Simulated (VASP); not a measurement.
# LiH in VASP: further runs, part 2 of 2

VASP 6.6.1. The steps go on from the part before.

**3. G0W0 quasiparticle levels, PBE**

This run uses another cell than the first one, of 8.17 Å³/atom.

Contents of POSCAR:

```
LiH
1.0
    0.0000000000      2.0230247895      1.9965451169
    2.0230247895      0.0000000000      1.9965451169
    2.0230247895      2.0230247895      0.0000000000
Li H
1 1
Direct
    0.0000000000      0.0000000000      0.0000000000
    0.5000000000      0.5000000000      0.5000000000
```

Contents of INCAR.step1:

```
PREC = Accurate
ENCUT = 500
EDIFF = 1E-8
ISMEAR = 0
SIGMA = 0.01
LREAL = F
LASPH = T
NELM = 100
ALGO = Normal
LWAVE = T
LCHARG = F
GGA = PE
```

Contents of INCAR.step2:

```
PREC = Accurate
ENCUT = 500
EDIFF = 1E-8
ISMEAR = 0
SIGMA = 0.01
LREAL = F
LASPH = T
NELM = 1
ALGO = Exact
LWAVE = T
LCHARG = F
GGA = PE
NBANDS = 69
LOPTICS = T
ISTART = 1
```

Contents of INCAR.step3:

```
PREC = Accurate
ENCUT = 500
EDIFF = 1E-8
ISMEAR = 0
SIGMA = 0.01
LREAL = F
LASPH = T
ALGO = EVGW0
LWAVE = F
LCHARG = F
GGA = PE
NELMGW = 1
NBANDS = 69
ENCUTGW = 150.0
NOMEGA = 96
PRECFOCK = Fast
ISTART = 1
NBANDSGW = 9
OMEGAMAX = 20
```

Contents of KPOINTS:

```
Automatic mesh
0
Gamma
  6 6 6
```

Potentials or basis: VASP PAW PBE potentials, release 64 (Li_GW, H_GW).

Started as:

```bash
> cat potpaw_PBE.64/Li_GW/POTCAR potpaw_PBE.64/H_GW/POTCAR > POTCAR
> cp INCAR.step1 INCAR
> mpirun -np 1 vasp_std > vasp.out
> cp INCAR.step2 INCAR
> mpirun -np 1 vasp_std > vasp.out
> cp INCAR.step3 INCAR
> mpirun -np 1 vasp_std > vasp.out
```

OUTCAR:

```text
PREC = Accurate
   ENCUT = 500
   EDIFF = 1E-8
   ISMEAR = 0
   LREAL = F
   LASPH = T
   GGA = PE
   NELMGW = 1
   ENCUTGW = 150.0
   PRECFOCK = Fast
   ISTART = 1

 ion  position               nearest neighbor table
   1  0.000  0.000  0.000-   2 2.00   2 2.00   2 2.02   2 2.02   2 2.02   2 2.02
   2  0.500  0.500  0.500-   1 2.00   1 2.00   1 2.02   1 2.02   1 2.02   1 2.02

  LATTYP: Found a body centered tetragonal cell.
 ALAT       =     2.8609890943
 C/A-ratio  =     1.3957027105

  Lattice vectors:

 A1 = (   0.0000000000,  -2.0230247895,  -1.9965451169)
 A2 = (   0.0000000000,   2.0230247895,  -1.9965451169)
 A3 = (   2.0230247895,   0.0000000000,   1.9965451169)

Analysis of symmetry for initial positions (statically):
=====================================================================
 Subroutine PRICEL returns:
 Original cell was already a primitive cell.

 Routine SETGRP: Setting up the symmetry group for a
 body centered tetragonal supercell.
[... 155 lines left out ...]
   IVDW    =     0    specifies the selected vdW correction
   LEPSILON=     F    determine dielectric tensor
   LRPA    =     F    only Hartree local field effects (RPA)
   LRPAFORCE           =     F    calculate RPA forces
   ENCUTGW             = 150.0    cutoff for response function in eV
   ENCUTGWSOFT         = 120.0    soft cutoff for Coulomb kernel in GW response function in eV
   ENCUTLF             =  -1.0    cutoff for local field effects
   NELMGW              =     1    number of iterations in solving QP/BSE equation
   NELMHF              =     1    number of iterations in the inner HF iteration
   NKREDLFX            =     1    NKREDLFY  =   1   NKREDLFZ  =   1
 non-spin polarized calculation
 Gauss-broadening in eV      SIGMA  =   0.01
  energy-cutoff  :      500.00
  volume of cell :       16.34
 maximum number of plane-waves:       436
 NGX is ok and might be reduce to    24
  NGX = 14; NGY = 14; NGZ = 14
   NGX = 11   NGY = 11   NGZ = 11
 maximum number of plane-waves:        72
 NGX is ok and might be reduce to    14

 QP shifts <psi_nk| G(iteration)W_0 |psi_nk>: iteration 1
 for sc-GW calculations column KS-energies equals QP-energies in previous step
 and V_xc(KS)=  KS-energies - (<T + V_ion + V_H > + <T+V_H+V_ion>^1  + <V_x>^1)

 k-point   1 :       0.0000    0.0000    0.0000
  band No.  KS-energies  QP-energies   sigma(KS)   V_xc(KS)     V^pw_x(r,r')   Z            occupation Imag(sigma)

      1      -8.0906      -9.5677     -11.5130      -9.3052     -15.1230       0.6690       2.0000       0.1929
      2      13.2116      13.7545     -10.4493     -11.2479      -4.1533       0.6799       0.0000      -0.8784
      3      14.9880      15.9974      -6.6083      -7.9660      -1.4076       0.7435       0.0000      -0.5359
      4      15.1011      16.0991      -6.5438      -7.8937      -1.3472       0.7392       0.0000      -0.5342
      5      15.1011      16.0991      -6.5438      -7.8937      -1.3472       0.7392       0.0000      -0.5342
      6      19.7355      20.1821      -6.7991      -7.2277      -1.0976       1.0421       0.0000      -2.2377
      7      19.7355      20.1821      -6.7991      -7.2277      -1.0976       1.0421       0.0000      -2.2377
      8      19.8094      20.2770      -6.7454      -7.1941      -1.0815       1.0418       0.0000      -2.2218
      9      21.3904      21.9752      -5.9925      -6.7198      -0.8103       0.8041       0.0000      -1.8154
[... 290 lines left out ...]
      1      -3.7774      -5.0901     -12.1305     -10.3658     -13.8771       0.7438       2.0000       0.0511
      2       1.9648       2.5384      -7.3928      -8.1318      -3.8787       0.7763       0.0000      -0.0684
      3       6.1315       6.7632      -6.7497      -7.5995      -2.3798       0.7434       0.0000      -0.1254
      4       8.8825       9.6727      -6.6226      -7.6876      -1.9527       0.7421       0.0000      -0.2270
      5      13.5441      13.9137      -7.2518      -7.7501      -1.6160       0.7420       0.0000      -0.8505
      6      15.9280      16.4396      -7.0248      -7.7119      -1.3845       0.7447       0.0000      -1.1402
      7      26.7768      28.4196      -6.3873      -8.3142      -1.2226       0.8525       0.0000      -2.1339
      8      28.2894      30.1873      -7.0992      -9.1827      -1.7127       0.9109       0.0000      -2.6792
      9      30.4063      32.2130      -5.7340      -7.6976      -0.6630       0.9201       0.0000      -2.2886

 [... further k-points ...]
```

It took 2.1 min on 1 thread of Intel Xeon 6975P-C (Granite Rapids), shared host; peak memory 0.32 GiB.

Results:

- Quasiparticle gap: 4.81 eV
- Least direct quasiparticle gap: 4.91 eV
- Band gap of the starting levels on the mesh: 2.87 eV
- Least direct gap of the starting levels on the mesh: 2.97 eV

Caveat: the k points lie up to 0.45 Å⁻¹ apart; bands, screening cutoff and mesh are small and nothing is extrapolated, so the quasiparticle values aren't converged.
